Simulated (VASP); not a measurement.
# ScGaTeSe2: single point with PBE

ScGaTeSe2:

```
Sc Ga Te Se
1.0
     5.14742    0.00000    0.00000
     0.00000    5.14742    0.00000
     0.00000    0.00000    4.96911
Sc Ga Te Se
1 1 1 2
Direct
  0.00000 0.00000 0.00000
  0.50000 0.50000 0.00000
  0.50000 0.50000 0.50000
  0.50000 0.00000 0.50000
  0.00000 0.50000 0.50000
```

The cell was generated, and may not be a known phase.

| Item | Value |
| --- | --- |
| Program | VASP 6.6.1 |
| Task | single point |
| Functional | PBE |
| Potentials or basis | VASP PAW PBE potentials, release 64 (Sc_sv, Ga_d, Te, Se) |
| Cutoff | 520 eV |
| k mesh | 4 × 4 × 4 |
| Occupations | gaussian, width 0.1 eV |
| Spin | no spin polarisation |

```yaml
Pressure: 8.2 GPa
Band_gap_on_the_k_mesh: zero (bands 21 and 22 overlap by 0.95 eV)
```

Stress tensor (GPa, compression positive):
```
10.23  0.00  0.00
 0.00 10.23  0.00
 0.00  0.00  4.13
```

Levels at points of the mesh, in eV from the Fermi level:
| k point | band 19 | band 20 | band 21 | band 22 | band 23 | band 24 |
| --- | --- | --- | --- | --- | --- | --- |
| (0.00, 0.00, 0.00) | -1.90 | -1.19 | 0.06 | 0.27 | 0.29 | 0.29 |
| (0.50, 0.00, 0.00) | -1.69 | -1.27 | -1.03 | -0.54 | -0.05 | 0.36 |
| (0.50, 0.50, 0.00) | -1.56 | -1.56 | -0.78 | -0.18 | 0.39 | 0.45 |
| (0.00, 0.00, 0.50) | -2.10 | -0.16 | -0.16 | 0.25 | 0.41 | 1.14 |
| (0.50, 0.00, 0.50) | -1.33 | -0.79 | -0.29 | 0.36 | 0.47 | 0.58 |
| (0.50, 0.50, 0.50) | -0.90 | -0.50 | -0.34 | 0.04 | 0.44 | 0.44 |

Wall time 3.3 min on 1 thread of Intel Xeon 8259CL (shared host), peak memory 0.29 GiB.

Caveat: the stress differs along the axes, from 4 to 10 GPa; spin-orbit coupling is left out, which moves the levels of the heavy elements.
